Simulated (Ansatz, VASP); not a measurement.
**One calculation of C, two programs**

```xyz
10
Lattice="-2.5113 0.0000 0.0000 -1.2557 -2.1749 0.0000 0.3139 0.1812 10.3360" Properties=species:S:1:pos:R:3 pbc="T T T"
C     1.0042    0.5798    9.0352
C    -2.7628   -1.5951    7.4961
C    -0.2515   -0.1452    1.3001
C    -2.7628   -1.5951    4.8953
C    -0.2515   -0.1452    2.8404
C    -2.7628   -1.5951    3.3550
C    -0.2515   -0.1452    9.5531
C    -1.5072   -0.8702    6.9783
C    -1.5072   -0.8702    0.7824
C    -1.5072   -0.8702    5.4130
```

Alike in both runs: task single point; functional r2SCAN; k mesh 10 × 10 × 3; occupations gaussian, width 0.05 eV; no spin polarisation.

```csv
,VASP,Ansatz
version,VASP 6.6.1,Ansatz 0.2.0
potentials or method,"VASP PAW PBE potentials, release 64 (C), cutoff 520 eV","scalar-relativistic, plane waves, PAW"
valence electrons in the cell,40,40
```

VASP gave:

```
gap on the k mesh at the Fermi level (eV)                     : none
pressure (GPa)                                                : 5.1
traceless stress, the component that is largest in VASP (GPa) : 26.05
rms of the force components (eV/Å)                            : 1.395
```

Problem. Which values does Ansatz return?

Solution. gap on the k mesh at the Fermi level (eV): none; pressure (GPa): 4.0; traceless stress, the component that is largest in VASP (GPa): 26.06; rms of the force components (eV/Å): 1.403.

VASP's potentials were made for PBE, not for r2SCAN. Atom by atom the forces differ by 0.012 eV/Å (rms over components). A gap of «none» marks a metal or a gap that the smearing closes.
